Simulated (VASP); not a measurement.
Here is a VASP 6.6.1 calculation.

INCAR

```
ALGO     = Normal         # electronic algorithm
DIPOL    = 0.5 0.5 0.500
EDIFF    = 1E-7           # SCF threshold, eV
ENCUT    = 520            # plane-wave cutoff, eV
GGA      = PE             # functional
IDIPOL   = 3            
ISIF     = 2              # what is computed and relaxed
ISMEAR   = 0              # smearing method
LASPH    = True           # aspherical terms in the spheres
LCHARG   = False          # write CHGCAR
LDIPOL   = True         
LREAL    = False          # projectors in reciprocal space
LWAVE    = False          # write WAVECAR
NBANDS   = 64             # bands
NELM     = 60             # most SCF steps
PREC     = Accurate       # precision mode
SIGMA    = 0.02           # smearing width, eV
```

The input KPOINTS:

```
k-points
0
Gamma
  12 12 1
```

POSCAR

```
WS2
1.0
    3.1554835688      0.0000000000      0.0000000000
   -1.5777417844      2.7327289318      0.0000000000
    0.0000000000      0.0000000000     68.7295161228
S W
8 4
Direct
    0.3333333333      0.6666666667      0.3444570010
    0.3333333333      0.6666666667      0.3903165844
    0.6666666667      0.3333333333      0.4329202829
    0.6666666667      0.3333333333      0.4787316808
    0.3333333333      0.6666666667      0.5212683192
    0.3333333333      0.6666666667      0.5670797171
    0.6666666667      0.3333333333      0.6096834156
    0.6666666667      0.3333333333      0.6555429990
    0.6666666667      0.3333333333      0.3674006986
    0.3333333333      0.6666666667      0.4558262679
    0.6666666667      0.3333333333      0.5441737321
    0.3333333333      0.6666666667      0.6325993014
```

Potentials or basis: VASP PAW PBE potentials, release 64 (S, W_sv).

Launch:

```sh
$ cat potpaw_PBE.64/S/POTCAR potpaw_PBE.64/W_sv/POTCAR > POTCAR
$ mpirun -np 1 vasp_std > vasp.out
```

Question: Predict the largest force.

Answer: 0.119 eV/Å.

Question: What does it give for the band gap on the k mesh?

Answer: 1.06 eV (least direct gap 1.85 eV).

Forces on the atoms (eV/Å):
```
S    0.000  0.000 -0.119
S    0.000  0.000 -0.021
S    0.000  0.000  0.005
S    0.000  0.000 -0.007
S    0.000  0.000  0.007
S    0.000  0.000 -0.005
S    0.000  0.000  0.021
S    0.000  0.000  0.119
W    0.000  0.000 -0.090
W    0.000  0.000 -0.002
W    0.000  0.000  0.002
W    0.000  0.000  0.090
```

Caveat: spin-orbit coupling is left out, which moves the levels of the heavy elements.
